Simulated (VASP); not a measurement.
Input of a VASP 6.6.1 run:

File INCAR:

```
PREC = Accurate
ENCUT = 600
EDIFF = 1E-6
ISMEAR = 0
SIGMA = 0.1
LREAL = F
LASPH = T
NELM = 100
ALGO = Normal
ISIF = 3
LWAVE = F
LCHARG = F
GGA = PE
IBRION = 2
NSW = 90
EDIFFG = -0.04
```

File KPOINTS:

```
regular mesh
0
Gamma
  4 4 4
```

POSCAR

```
Ge7I
1.0
    0.0000000000      4.4763541900      4.4763541900
    4.4763541900      0.0000000000      4.4763541900
    4.4763541900      4.4763541900      0.0000000000
Ge I
7 1
Direct
    0.5000000000      0.0000000000      0.0000000000
    0.0000000000      0.5000000000      0.5000000000
    0.0000000000      0.5000000000      0.0000000000
    0.5000000000      0.0000000000      0.5000000000
    0.0000000000      0.0000000000      0.5000000000
    0.5000000000      0.5000000000      0.0000000000
    0.5000000000      0.5000000000      0.5000000000
    0.0000000000      0.0000000000      0.0000000000
```

Potentials or basis: VASP PAW PBE potentials, release 64 (Ge_d, I).

Launch:

```sh
$ cat potpaw_PBE.64/Ge_d/POTCAR potpaw_PBE.64/I/POTCAR > POTCAR
$ mpirun -np 1 vasp_std > vasp.out
```

(1) Predict the space group after relaxing (to 0.05 Å).

(2) What does it give for the relaxed volume?

Results:

(1) Fm-3m (No. 225).

(2) 21.81 Å³/atom.

Caveat: an odd number of electrons without spin polarisation forces a metal; a magnetic or distorted state may lie lower.
